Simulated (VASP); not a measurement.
A run of VASP 6.6.1 is set up as follows.

File INCAR:

```
PREC = Accurate ; ENCUT = 520
EDIFF = 1E-7 ; ISMEAR = -1
SIGMA = 0.1 ; LREAL = False
LASPH = True ; NELM = 80
ALGO = Normal ; ISIF = 2
LWAVE = False ; LCHARG = False
GGA = PS ; NBANDS = 22
```

KPOINTS

```
regular mesh
0
Gamma
  7 7 10
```

POSCAR

```
Ca
1.0
    6.3623176968      0.0000000000      0.0000000000
   -3.1811588484      5.5099287523      0.0000000000
    0.0000000000      0.0000000000      3.7976012581
Ca
3
Direct
    1.0000000000      1.0000000000      0.0000000000
    0.3333333333      0.6666666667      0.5000000000
    0.6666666667      0.3333333333      0.5000000000
```

Potentials or basis: VASP PAW PBE potentials, release 64 (Ca_sv).

Launch:

```bash
$ cat potpaw_PBE.64/Ca_sv/POTCAR > POTCAR
$ mpirun -np 1 vasp_std > vasp.out
```

Q: Estimate the pressure.

A: -1.2 GPa.

Q: Estimate the band gap on the k mesh.

A: Zero (bands 15 and 16 overlap by 0.41 eV).

Stress tensor (GPa, compression positive):
```
-1.22  0.00  0.00
 0.00 -1.22  0.00
 0.00  0.00 -1.10
```

Caveat: the PAW data sets were made with another functional, which shifts forces and pressure a little.
